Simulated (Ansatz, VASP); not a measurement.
## One calculation of Au, two programs

```
Au
1.0
    -1.79631    1.79631    1.39285
     1.79631   -1.79631    1.39285
     1.79631    1.79631   -1.39285
Au
1
Cartesian
  0.0000 0.0000 0.0000
```

Alike in both runs: functional r2SCAN; k mesh 8 × 8 × 8; occupations gaussian, width 0.1 eV; no spin polarisation.

Ansatz relaxed the structure, and its values are those at the end. VASP's run is a single point on that final structure, the one shown.

```csv
,VASP,Ansatz
version,VASP 6.6.1,Ansatz 0.2.0
potentials or method,"VASP PAW PBE potentials, release 64 (Au), cutoff 520 eV","scalar-relativistic, plane waves, PAW"
valence electrons in the cell,11,19
```

VASP gave:

```
gap on the k mesh at the Fermi level (eV) : none
pressure (GPa)                            : 0.2
```

Task: Which values does Ansatz return?

Result: gap on the k mesh at the Fermi level (eV): none; pressure (GPa): 0.0.

VASP's potentials were made for PBE, not for r2SCAN. A gap of «none» marks a metal or a gap that the smearing closes. VASP's potentials hold 11 valence electrons a cell and Ansatz's 19, so a difference there can come from the potentials and not from the codes.

Neither program's run includes spin-orbit coupling.
